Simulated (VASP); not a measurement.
Here is a VASP 6.6.1 calculation.

POSCAR

```
GaSb
1.0
    0.0000000000      3.0686043200      3.0686043200
    3.0686043200      0.0000000000      3.0686043200
    3.0686043200      3.0686043200      0.0000000000
Ga Sb
1 1
Direct
    0.0000000000      0.0000000000      0.0000000000
    0.2500000000      0.2500000000      0.2500000000
```

INCAR.step1

```
  PREC = Accurate
  ENCUT = 600
  ISMEAR = 0
  SIGMA = 0.02
  LREAL = F
  LASPH = T
  NELM = 60
  GGA = PE
  ALGO = Normal
  EDIFF = 1E-4
  LWAVE = T
  LCHARG = F
```

File INCAR.step2:

```
  PREC = Accurate
  ENCUT = 600
  EDIFF = 1E-7
  ISMEAR = 0
  SIGMA = 0.02
  LREAL = F
  LASPH = T
  NELM = 60
  ALGO = Normal
  ISIF = 3
  LWAVE = F
  LCHARG = F
  METAGGA = R2SCAN
  LMIXTAU = T
  IBRION = 2
  NSW = 100
  EDIFFG = -0.002
  ISTART = 1
```

The input KPOINTS:

```
regular mesh
0
Gamma
  10 10 10
```

Potentials or basis: VASP PAW PBE potentials, release 64 (Ga_d, Sb).

Launch:

```console
$ cat potpaw_PBE.64/Ga_d/POTCAR potpaw_PBE.64/Sb/POTCAR > POTCAR
$ cp INCAR.step1 INCAR
$ mpirun -np 1 vasp_std > vasp.out
$ cp INCAR.step2 INCAR
$ mpirun -np 1 vasp_std > vasp.out
```

Problem. What does it give for the relaxed cell?

Solution. a = 4.338 Å, b = 4.338 Å, c = 4.338 Å, α = 60.00°, β = 60.00°, γ = 60.00°.

Problem. What does it give for the space group after relaxing (to 0.05 Å)?

Solution. F-43m (No. 216).

Problem. What does it give for the band gap on the k mesh?

Solution. 0.39 eV, direct.

Final structure:
```xyz
2
Lattice="0.0000 3.0673 3.0673 3.0673 0.0000 3.0673 3.0673 3.0673 0.0000" Properties=species:S:1:pos:R:3 pbc="T T T"
Ga    0.0000    0.0000    0.0000
Sb    1.5337    1.5337    1.5337
```

Caveat: spin-orbit coupling is left out, which moves the levels of the heavy elements. A k mesh can miss the band edges.
